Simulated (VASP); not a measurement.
Wanted: the native input for a VASP 6.6.1 run.

```yaml
Task: single point
Functional: LDA
Potentials_or_basis: VASP PAW LDA potentials, release 64 (Ga_d, Sb)
Cutoff: 520 eV
k_mesh: 16 × 16 × 16
Occupations: gaussian, width 0.15 eV
Spin: no spin polarisation
Dipole_correction: no
Further_INCAR_settings: ALGO = Normal; EDIFF = 1e-06; NBANDS = 16
```

The structure of GaSb lies in POSCAR:

```
GaSb
1.0
   -1.5759166811      2.5055409662      2.8041297762
    1.5759166811     -2.5055409662      2.8041297762
    1.5759166811      2.5055409662     -2.8041297762
Ga Sb
1 1
Direct
    0.0000000000      0.0000000000      0.0000000000
    0.5000000000      0.5000000000      0.0000000000
```

The input as run:

INCAR

```
PREC = Accurate
ENCUT = 520
EDIFF = 1E-6
ISMEAR = 0
SIGMA = 0.15
LREAL = False
LASPH = True
NELM = 80
ALGO = Normal
ISIF = 2
LWAVE = False
LCHARG = False
NBANDS = 16
```

KPOINTS

```
Automatic mesh
0
Gamma
  16 16 16
```

Potentials or basis: VASP PAW LDA potentials, release 64 (Ga_d, Sb).

The run is started by

```bash
$ cat potpaw_LDA.64/Ga_d/POTCAR potpaw_LDA.64/Sb/POTCAR > POTCAR
$ mpirun -np 1 vasp_std > vasp.out
```

It gave:

* Pressure: 0.1 GPa
* Band gap on the k mesh: zero (bands 9 and 10 overlap by 5.82 eV)

Caveat: spin-orbit coupling is left out, which moves the levels of the heavy elements.

Run time: 5.9 min on 1 thread of Intel(R) Xeon(R) Platinum 8259CL CPU @ 2.50GHz (Skylake/Cascade Lake) (shared host), peak memory 0.53 GiB.
